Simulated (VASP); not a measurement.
Runs of VASP 6.6.1 on Pt. The structure is that of space group Fm-3m (No. 225), or close to it. The cells are those of the table. 

```tsv
task	cell	k mesh	cutoff (eV)	gap on the mesh (eV)	pressure (GPa)	relaxed volume (Å³/atom)
single point	a = 2.808 Å, angles 60.0°, 1 atom	24 × 24 × 24	520	none	-0.5	-
relaxation of cell and atoms	relaxed from a = 2.769 Å, angles 60.0°, 1 atom	8 × 8 × 8	500	none	-0.3	15.59
relaxation of cell and atoms	relaxed from a = 2.818 Å, angles 59.1°, 1 atom	24 × 24 × 24	600	none	0.0	15.62
single point	a = 2.807 Å, angles 60.0°, 1 atom	24 × 24 × 24	520	none	-0.5	-
single point	a = 2.807 Å, angles 60.0°, 1 atom	24 × 24 × 24	500	none	-0.5	-
relaxation of cell and atoms	relaxed from a = 2.804 Å, angles 60.0°, 1 atom	24 × 24 × 24	600	none	0.0	15.62
single point	a = 2.805 Å, angles 60.0°, 1 atom	8 × 8 × 8	500	none	(a)	-
```

Alike in all rows: level PBE; potentials or basis VASP PAW PBE potentials, release 64 (Pt); no spin polarisation; smearing gaussian 0.1 eV.

Problem. Fill in the values left out.

Solution. (a) -0.7.

Caveats: spin-orbit coupling is left out, which moves the levels of the heavy elements.

A k mesh can miss the band edges, and the runs leave out spin-orbit coupling on Pt.

A gap of «none» marks levels without a gap at the run's occupations.
